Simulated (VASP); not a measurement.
Write the native input for VASP 6.6.1 that does the following.

- Task: single point
- Functional: PBEsol
- Potentials or basis: VASP PAW PBE potentials, release 64 (F)
- Cutoff: 600 eV
- k mesh: 16 × 16 × 16
- Occupations: fermi-dirac, width 0.05 eV
- Spin: no spin polarisation
- Dipole correction: no
- Further INCAR settings: ALGO = Normal; EDIFF = 1e-06; NBANDS = 14

The structure of F lies in POSCAR:

```
F
1.0
    0.0000000000      1.8094527830      1.8094527830
    1.8094527830      0.0000000000      1.8094527830
    1.8094527830      1.8094527830      0.0000000000
F
2
Direct
   -0.1250000000     -0.1250000000     -0.1250000000
    0.1250000000      0.1250000000      0.1250000000
```

These files were run (other wordings do the same):

INCAR

```
SYSTEM = F
  PREC = Accurate
  ENCUT = 600
  EDIFF = 1E-6
  ISMEAR = -1
  SIGMA = 0.05
  LREAL = .False.
  LASPH = .True.
  NELM = 120
  ALGO = Normal
  ISIF = 2
  LWAVE = .False.
  LCHARG = .False.
  GGA = PS
  NBANDS = 14
  GGA_COMPAT = .False.
```

KPOINTS

```
regular mesh
0
Gamma
  16 16 16
  0 0 0
```

Potentials or basis: VASP PAW PBE potentials, release 64 (F).

Run with:

```console
$ cat potpaw_PBE.64/F/POTCAR > POTCAR
$ mpirun -np 1 vasp_std > vasp.out
```

Results of the run:

- Pressure: 289.0 GPa
- Band gap on the k mesh: zero (bands 7 and 8 overlap by 4.20 eV)

Caveat: the cell stands under pressure; the PAW data sets were made with another functional, which shifts forces and pressure a little.

Run time: 13 s on 1 thread of AMD EPYC 9R14 (Zen 4) (shared host), peak memory 0.1 GiB.
